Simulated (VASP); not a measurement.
# Zn (P6/mmm) in VASP: notebook

Runs on Zn. Level: LDA. Tasks: single point.

All numbers are computed with VASP 6.6.1; they aren't measurements. Logs are shortened: lines on timing, memory, paths and dates and some standing lists are left out, and cuts for length are marked.

## (1) The cell of the first run

It takes space group P6/mmm (No. 191, hexagonal). Conventional cell: a = 4.289 Å, b = 4.289 Å, c = 2.612 Å, α = 90.00°, β = 90.00°, γ = 120.00°. Zn (site symmetry 6/mmm) has 14 Zn at 2.61 to 2.80 Å within 3.4 Å. Within 3.3 Å of Zn (site symmetry -6m2) lie 11 Zn at 2.48 to 2.80 Å.

## (2) Single point, LDA

Contents of INCAR:

```
ALGO = Normal ; EDIFF = 1E-6
ENCUT = 520 ; GGA = CA
ISIF = 2 ; ISMEAR = -1
LASPH = True ; LCHARG = False
LREAL = False ; LWAVE = False
NBANDS = 25 ; NELM = 60
PREC = Accurate ; SIGMA = 0.1
```

Contents of KPOINTS:

```
k-points
0
Gamma
  8 8 12
```

Contents of POSCAR:

```
Zn
1.0
    4.2885195323      0.0000000000      0.0000000000
   -2.1442597661      3.7139668596      0.0000000000
    0.0000000000      0.0000000000      2.6122017858
Zn
3
Direct
    1.0000000000      1.0000000000      0.0000000000
    0.3333333333      0.6666666667      0.5000000000
    0.6666666667      0.3333333333      0.5000000000
```

Potentials or basis: VASP PAW LDA potentials, release 64 (Zn).

Launch:

```console
$ cat potpaw_LDA.64/Zn/POTCAR > POTCAR
$ mpirun -np 1 vasp_std > vasp.out
```

OUTCAR:

```text
EDIFF = 1E-6
   ENCUT = 520
   GGA = CA
   ISIF = 2
   ISMEAR = -1
   LASPH = True
   LREAL = False
   NELM = 60
   PREC = Accurate

 ion  position               nearest neighbor table
   1  0.000  0.000  0.000-   2 2.80   3 2.80   2 2.80   3 2.80   2 2.80   2 2.80   3 2.80   3 2.80
                             3 2.80   3 2.80   2 2.80   2 2.80
   2  0.333  0.667  0.500-   3 2.48   3 2.48   3 2.48   1 2.80   1 2.80   1 2.80   1 2.80   1 2.80
                             1 2.80
   3  0.667  0.333  0.500-   2 2.48   2 2.48   2 2.48   1 2.80   1 2.80   1 2.80   1 2.80   1 2.80
                             1 2.80

  LATTYP: Found a hexagonal cell.
 ALAT       =     4.2885195323
 C/A-ratio  =     0.6091150492

  Lattice vectors:

 A1 = (   4.2885195323,   0.0000000000,   0.0000000000)
 A2 = (  -2.1442597661,   3.7139668596,   0.0000000000)
 A3 = (   0.0000000000,   0.0000000000,   2.6122017858)

Analysis of symmetry for initial positions (statically):
=====================================================================
 Subroutine PRICEL returns:
 Original cell was already a primitive cell.

 Routine SETGRP: Setting up the symmetry group for a
 hexagonal supercell.

 Subroutine GETGRP returns: Found 24 space group operations
 (whereof 24 operations were pure point group operations)
 out of a pool of 24 trial point group operations.

The static configuration has the point symmetry D_6h.

Analysis of symmetry for dynamics (positions and initial velocities):
=====================================================================
 Subroutine PRICEL returns:
 Original cell was already a primitive cell.

 Routine SETGRP: Setting up the symmetry group for a
 hexagonal supercell.

 Subroutine GETGRP returns: Found 24 space group operations
 (whereof 24 operations were pure point group operations)
 out of a pool of 24 trial point group operations.

The dynamic configuration has the point symmetry D_6h.

 Subroutine INISYM returns: Found 24 space group operations
 (whereof 24 operations are pure point group operations),
 and found     1 'primitive' translations

----------------------------------------------------------------------------------------

                                     Primitive cell

  volume of cell :      41.6056

  direct lattice vectors                    reciprocal lattice vectors
     4.288519532  0.000000000  0.000000000     0.233180703  0.134626942  0.000000000
    -2.144259766  3.713966860  0.000000000     0.000000000  0.269253883  0.000000000
     0.000000000  0.000000000  2.612201786     0.000000000  0.000000000  0.382818818

  length of vectors
     4.288519532  4.288519532  2.612201786     0.269253883  0.269253883  0.382818818

  position of ions in fractional coordinates (direct lattice)
     0.000000000  0.000000000  0.000000000
     0.333333333  0.666666667  0.500000000
     0.666666667  0.333333333  0.500000000

  ion indices of the primitive-cell ions
   primitive index   ion index
                 1           1
                 2           2
                 3           3

----------------------------------------------------------------------------------------

 KPOINTS: k-points

Automatic generation of k-mesh.
 Grid dimensions read from file:
 generate k-points for:    8    8   12

 Generating k-lattice:

  Cartesian coordinates                     Fractional coordinates (reciprocal lattice)
     0.029147588  0.016828368  0.000000000     0.125000000 -0.000000000  0.000000000
     0.000000000  0.033656735  0.000000000     0.000000000  0.125000000  0.000000000
     0.000000000  0.000000000  0.031901568     0.000000000  0.000000000  0.083333333

  Length of vectors
     0.033656735  0.033656735  0.031901568

  Shift w.r.t. Gamma in fractional coordinates (k-lattice)
     0.000000000  0.000000000  0.000000000

 Subroutine IBZKPT returns following result:
 ===========================================

 Found     70 irreducible k-points:

 Following reciprocal coordinates:
            Coordinates               Weight
  0.000000  0.000000  0.000000      1.000000
  0.125000 -0.000000  0.000000      6.000000
  0.250000 -0.000000  0.000000      6.000000
  0.375000 -0.000000  0.000000      6.000000
  0.500000 -0.000000  0.000000      3.000000
  0.125000  0.125000  0.000000      6.000000
[... 16 lines left out ...]
  0.250000 -0.000000  0.166667     12.000000
  0.375000 -0.000000  0.166667     12.000000
 [... further k-points ...]
   k-points           NKPTS =     70   k-points in BZ     NKDIM =     70   number of bands    NBANDS=     25
   number of dos      NEDOS =    301   number of ions     NIONS =      3
   total plane-waves  NPLWV =  20480
   dimension x,y,z NGX =    32 NGY =   32 NGZ =   20
   dimension x,y,z NGXF=    64 NGYF=   64 NGZF=   40
   ions per type =               3
   NGX,Y,Z   is equivalent  to a cutoff of  12.40, 12.40, 12.73 a.u.
   NGXF,Y,Z  is equivalent  to a cutoff of  24.81, 24.81, 25.46 a.u.
 SYSTEM =  unknown system
   PREC   = accura    normal or accurate (medium, high low for compatibility)
   ISTART =      0    job   : 0-new  1-cont  2-samecut
   ICHARG =      2    charge: 1-file 2-atom 10-const
   ISPIN  =      1    spin polarized calculation?
   LNONCOLLINEAR =      F non collinear calculations
   LSORBIT =      F    spin-orbit coupling
   LASPH  =      T    aspherical Exc in radial PAW
   ENCUT  =  520.0 eV  38.22 Ry    6.18 a.u.   7.97  7.97  4.86*2*pi/ulx,y,z
   NELM   =     60;   NELMIN=  2; NELMDL= -5     # of ELM steps
   EDIFF  = 0.1E-05   stopping-criterion for ELM
   LREAL  =      F    real-space projection
   EDIFFG = 0.1E-04   stopping-criterion for IOM
   NSW    =      0    number of steps for IOM
   IBRION =     -1    ionic relax: 0-MD 1-quasi-New 2-CG
   NFREE  =      0    steps in history (QN), initial steepest desc. (CG)
   ISIF   =      2    stress and relaxation
   ISYM   =      2    0-nonsym 1-usesym 2-fastsym
   POTIM  = 0.5000    time-step for ionic-motion
   TEBEG  =    0.0;   TEEND  =   0.0 temperature during run
   PSTRESS=    0.0 pullay stress
   NELECT =      36.0000    total number of electrons
   NUPDOWN=      -1.0000    fix difference up-down
   EMIN   =  10.00;   EMAX   =-10.00  energy-range for DOS
   EFERMI =   0.00;   METHOD = LEGACY
   ISMEAR =    -1;   SIGMA  =   0.10  broadening in eV -4-tet -1-fermi 0-gaus
   EFERMI_NEDOS =   21; number of points for ismear=-14 and -15
   IALGO  =     38    algorithm
   IMIX   =      4    mixing-type and parameters
     AMIX     =   0.40;   BMIX     =  1.00
     AMIX_MAG =   1.60;   BMIX_MAG =  1.00
  volume/ion in A,a.u.               =      13.87        93.59
  Fermi-wavevector in a.u.,A,eV,Ry     =   1.560001  2.947975 33.111192  2.433604
  Thomas-Fermi vector in A             =   2.663277
   LORBIT       =      0    0 simple, 1 ext, 2 COOP (PROOUT), +10 PAW based schemes
   GGA     = CA    functional components
   LHFCALC =     F    Hartree Fock is set to
   AEXX    =    0.0000 exact exchange contribution
   IVDW    =     0    specifies the selected vdW correction
   LEPSILON=     F    determine dielectric tensor
   LRPA    =     F    only Hartree local field effects (RPA)
 non-spin polarized calculation
  energy-cutoff  :      520.00
  volume of cell :       41.61
 maximum number of plane-waves:      1136
 NGX is ok and might be reduce to    32
   NGX = 15   NGY = 15   NGZ =  9

 number of electron      35.9999988 magnetization

 Free energy of the ion-electron system (eV)
  ---------------------------------------------------
  ext. energy  EPLUGINS =         0.00000000
  ---------------------------------------------------
  free energy    TOTEN  =        -5.30465915 eV

  energy without entropy =       -5.27759817  energy(sigma->0) =       -5.29112866

 E-fermi :   3.7391     XC(G=0): -12.3913

 val. band max:        3.7310774394   @ k =   0.3750  -0.0000   0.5000
 cond. band min:       3.7797892272   @ k =   0.2500   0.2500   0.5000
 fundamental gap:      0.0487117878
 Fermi energy:         3.7391002814

 k-point     1 :       0.0000    0.0000    0.0000
  band No.  band energies     occupation
      1      -7.5764      2.00000
      2      -5.2147      2.00000
      3      -4.6305      2.00000
      4      -4.5655      2.00000
      5      -4.5655      2.00000
      6      -4.5439      2.00000
[... 17 lines left out ...]
     24      18.2999      0.00000
     25      24.2928      0.00000

 k-point     2 :       0.1250   -0.0000    0.0000
  band No.  band energies     occupation
      1      -7.3996      2.00000
      2      -5.1918      2.00000
      3      -4.7720      2.00000
      4      -4.6816      2.00000
      5      -4.6611      2.00000
      6      -4.5620      2.00000
[... 17 lines left out ...]
     24      18.3904      0.00000
     25      22.1468      0.00000

 k-point     3 :       0.2500   -0.0000    0.0000
  band No.  band energies     occupation
      1      -6.8832      2.00000
      2      -5.1566      2.00000
      3      -4.9911      2.00000
      4      -4.7579      2.00000
      5      -4.7413      2.00000
      6      -4.6066      2.00000
[... 17 lines left out ...]
     24      18.4263      0.00000
     25      18.8980      0.00000

 k-point     4 :       0.3750   -0.0000    0.0000
  band No.  band energies     occupation
      1      -6.0959      2.00000
      2      -5.2617      2.00000
      3      -4.9936      2.00000
      4      -4.8423      2.00000
      5      -4.7777      2.00000
      6      -4.6913      2.00000
[... 17 lines left out ...]
     24      15.7071      0.00000
     25      15.8087      0.00000

 k-point     5 :       0.5000   -0.0000    0.0000
  band No.  band energies     occupation
      1      -5.4258      2.00000
      2      -5.2389      2.00000
      3      -5.2278      2.00000
      4      -4.8216      2.00000
      5      -4.8117      2.00000
      6      -4.7763      2.00000
[... 17 lines left out ...]
     24      16.1885      0.00000
     25      17.1320      0.00000

 k-point     6 :       0.1250    0.1250    0.0000
  band No.  band energies     occupation
      1      -7.0530      2.00000
      2      -5.1579      2.00000
      3      -4.8932      2.00000
      4      -4.8647      2.00000
      5      -4.6885      2.00000
      6      -4.5664      2.00000
[... 17 lines left out ...]
     24      18.4090      0.00000
     25      18.9273      0.00000
[... 393 lines left out ...]
 k-point    21 :       0.0000    0.0000    0.1667
  band No.  band energies     occupation
      1      -6.9645      2.00000
      2      -4.9972      2.00000
      3      -4.6984      2.00000
      4      -4.6984      2.00000
      5      -4.6235      2.00000
      6      -4.6235      2.00000
[... 17 lines left out ...]
     24      19.6960      0.00000
     25      19.8854      0.00000

 k-point    22 :       0.1250   -0.0000    0.1667
  band No.  band energies     occupation
      1      -6.7960      2.00000
      2      -4.9715      2.00000
      3      -4.8130      2.00000
      4      -4.7616      2.00000
      5      -4.5937      2.00000
      6      -4.5296      2.00000
[... 17 lines left out ...]
     24      17.5829      0.00000
     25      18.8613      0.00000

 k-point    23 :       0.2500   -0.0000    0.1667
  band No.  band energies     occupation
      1      -6.3114      2.00000
      2      -4.9821      2.00000
      3      -4.8992      2.00000
      4      -4.7985      2.00000
      5      -4.6140      2.00000
      6      -4.4817      2.00000
[... 17 lines left out ...]
     24      15.5087      0.00000
     25      17.8958      0.00000

 k-point    24 :       0.3750   -0.0000    0.1667
  band No.  band energies     occupation
      1      -5.6119      2.00000
      2      -5.1148      2.00000
      3      -4.8139      2.00000
      4      -4.7978      2.00000
      5      -4.6738      2.00000
      6      -4.5428      2.00000
[... 17 lines left out ...]
     24      15.0835      0.00000
     25      16.0520      0.00000

 [... further k-points ...]

------------------------ aborting loop because EDIFF is reached ----------------------------------------

  FORCE on cell =-STRESS in cart. coord.  units (eV):
  Direction    XX          YY          ZZ          XY          YZ          ZX
  --------------------------------------------------------------------------------------
  -------------------------------------------------------------------------------------
  Total        0.1743429      0.1743429      0.1784287      0.0000000      0.0000000      0.0000000
  in kB        6.7137107      6.7137107      6.8710490      0.0000000      0.0000000      0.0000000
  external PRESSURE =       6.7661568 kB  Pullay stress =       0.0000000 kB

 VOLUME and BASIS-vectors are now :
 -----------------------------------------------------------------------------
  energy-cutoff  :      520.00
  volume of cell :       41.61
      direct lattice vectors                 reciprocal lattice vectors
     4.288519532  0.000000000  0.000000000     0.233180703  0.134626942  0.000000000
    -2.144259766  3.713966860  0.000000000     0.000000000  0.269253883  0.000000000
     0.000000000  0.000000000  2.612201786     0.000000000  0.000000000  0.382818818

 POSITION                                       TOTAL-FORCE (eV/Angst)
 -----------------------------------------------------------------------------------
      0.00000      0.00000      0.00000        -0.000000      0.000000      0.000000
     -0.00000      2.47598      1.30610        -0.000000      0.000000     -0.000000
      2.14426      1.23799      1.30610         0.000000      0.000000      0.000000
 -----------------------------------------------------------------------------------
    total drift:                               -0.000000      0.000000      0.000000

  FREE ENERGIE OF THE ION-ELECTRON SYSTEM (eV)
  ---------------------------------------------------
  free  energy   TOTEN  =        -5.3046591486 eV

  energy  without entropy=       -5.2775981691  energy(sigma->0) =       -5.29112866
```

It took 88 s on 1 thread of AMD EPYC 7R13, shared host; peak memory 0.14 GiB.

What came out:

```
Free energy            : -5.3047 eV
Pressure               : 0.7 GPa
Band gap on the k mesh : zero (band 18 reaches 8.12 eV, above the bottom of band 19 at 2.69 eV)
```

(Continued in part 2 of 2.)
